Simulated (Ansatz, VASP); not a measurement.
**Two plane-wave programs on Ti2Hg**

```
Ti Hg
1.0
     0.00000    3.18034    3.18034
     3.18034    0.00000    3.18034
     3.18034    3.18034    0.00000
Ti Hg
2 1
Direct
  0.75000 0.75000 0.75000
  0.50000 0.50000 0.50000
  0.00000 0.00000 0.00000
```

Change from the starting cell: species swapped into the Cu2Se type (F-43m, No. 216).

Alike in both runs: functional PBE; k mesh 6 × 6 × 6; occupations gaussian, width 0.1 eV; no spin polarisation.

Ansatz relaxed the structure, and its values are those at the end. VASP's run is a single point on that final structure, the one shown.

```csv
,VASP,Ansatz
version,VASP 6.6.1,Ansatz 0.2.0
potentials or method,"VASP PAW PBE potentials, release 64 (Ti_sv, Hg), cutoff 520 eV","scalar-relativistic, plane waves, PAW"
valence electrons in the cell,36,44
```

```csv
,VASP,Ansatz,Ansatz less VASP
gap on the k mesh at the Fermi level (eV),none,none,-
pressure (GPa),0.2,0.0,-0.14
```

A gap of «none» marks a metal or a gap that the smearing closes. The functional is the same, so the differences come from potentials, cutoffs and numerics. VASP's potentials hold 36 valence electrons a cell and Ansatz's 44, so a difference there can come from the potentials and not from the codes.

Spin-orbit coupling is off throughout.
